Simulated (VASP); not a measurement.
Write the native input for VASP 6.6.1 that does the following.

- Task: single point
- Functional: r2SCAN
- Potentials or basis: VASP PAW PBE potentials, release 64 (Eu)
- Cutoff: 520 eV
- k mesh: 10 × 10 × 10
- Occupations: methfessel-paxton, width 0.01 eV
- Spin: collinear spin, ferromagnetic start
- Starting moments: [7.31] μB
- Dipole correction: no
- Further INCAR settings: ALGO = Normal; EDIFF = 1e-07; NBANDS = 18

Eu:

```xyz
1
Lattice="-2.2275 2.2275 2.2275 2.2275 -2.2275 2.2275 2.2275 2.2275 -2.2275" Properties=species:S:1:pos:R:3 pbc="T T T"
Eu    0.0000    0.0000    0.0000
```

These files were run (other wordings do the same):

POSCAR

```
Eu
1.0
   -2.2274745855      2.2274745855      2.2274745855
    2.2274745855     -2.2274745855      2.2274745855
    2.2274745855      2.2274745855     -2.2274745855
Eu
1
Direct
    0.0000000000      0.0000000000      0.0000000000
```

INCAR.step1

```
  PREC = Accurate
  ENCUT = 520
  ISMEAR = 1
  SIGMA = 0.01
  LREAL = F
  LASPH = T
  NELM = 150
  ISPIN = 2
  MAGMOM = 7.31
  LMAXMIX = 6
  NBANDS = 18
  GGA = PE
  ALGO = Normal
  EDIFF = 1E-4
  LWAVE = T
  LCHARG = F
```

INCAR.step2

```
  PREC = Accurate
  ENCUT = 520
  EDIFF = 1E-7
  ISMEAR = 1
  SIGMA = 0.01
  LREAL = F
  LASPH = T
  NELM = 150
  ALGO = Normal
  ISIF = 2
  LWAVE = F
  LCHARG = T
  ISPIN = 2
  MAGMOM = 7.31
  LORBIT = 11
  LMAXMIX = 6
  METAGGA = R2SCAN
  LMIXTAU = T
  LELF = T
  LVHAR = T
  NBANDS = 18
  ISTART = 1
```

KPOINTS

```
regular mesh
0
Gamma
  10 10 10
```

Potentials or basis: VASP PAW PBE potentials, release 64 (Eu).

Run with:

```console
$ cat potpaw_PBE.64/Eu/POTCAR > POTCAR
$ cp INCAR.step1 INCAR
$ mpirun -np 1 vasp_std > vasp.out
$ cp INCAR.step2 INCAR
$ mpirun -np 1 vasp_std > vasp.out
```

Results of the run:

```json
{
  "Pressure": "-0.3 GPa",
  "Net moment": "7.74 μB per cell",
  "Site moments": "Eu +6.70 μB",
  "Valence electrons inside the program's atomic spheres": "Eu 14.79"
}
```

Caveat: the PAW data sets were made with another functional, which shifts forces and pressure a little.

Run time: 4.1 min on 1 thread of AMD EPYC 9R45 96-Core Processor (Zen 5), with other jobs on the host, peak memory 0.21 GiB.
